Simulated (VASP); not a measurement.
A run of VASP 6.6.1:

File INCAR:

```
SYSTEM = BeZn2TeS2
PREC = Accurate ; ENCUT = 600
EDIFF = 1E-6 ; ISMEAR = 0
SIGMA = 0.1 ; LREAL = .FALSE.
LASPH = .TRUE. ; NELM = 100
ALGO = Normal ; ISIF = 3
LWAVE = .FALSE. ; LCHARG = .FALSE.
GGA = PE ; IBRION = 2
NSW = 100 ; EDIFFG = -0.01
```

Contents of KPOINTS:

```
regular mesh
0
G
  10 10 4
  0 0 0
```

POSCAR

```
BeZn2TeS2
1.0
    3.8269207325      0.0000000000      0.0000000000
    0.0000000000      3.8269207325      0.0000000000
    0.0000000000      0.0000000000     11.1360326476
Be Zn Te S
1 2 1 2
Direct
    0.0000000000      0.0000000000      0.0000000000
    0.5000000000      0.5000000000      0.0000000000
    0.0000000000      0.0000000000      0.5000000000
    0.5000000000      0.5000000000      0.5000000000
    0.5000000000      0.0000000000      0.8858198180
    0.0000000000      0.5000000000      0.1141801820
```

Potentials or basis: VASP PAW PBE potentials, release 64 (Be, Zn, Te, S).

The run is started by

```bash
$ cat potpaw_PBE.64/Be/POTCAR potpaw_PBE.64/Zn/POTCAR potpaw_PBE.64/Te/POTCAR potpaw_PBE.64/S/POTCAR > POTCAR
$ mpirun -np 1 vasp_std > vasp.out
```

Hardware: 1 thread of Intel(R) Xeon(R) Platinum 8488C (Sapphire Rapids) (shared host).

How long does it take, and how much memory?

Wall time 14 min on 1 thread of Intel(R) Xeon(R) Platinum 8488C (Sapphire Rapids) (shared host), peak memory 0.56 GiB. Counts: scf iterations 58, k points 63, ion steps 8.
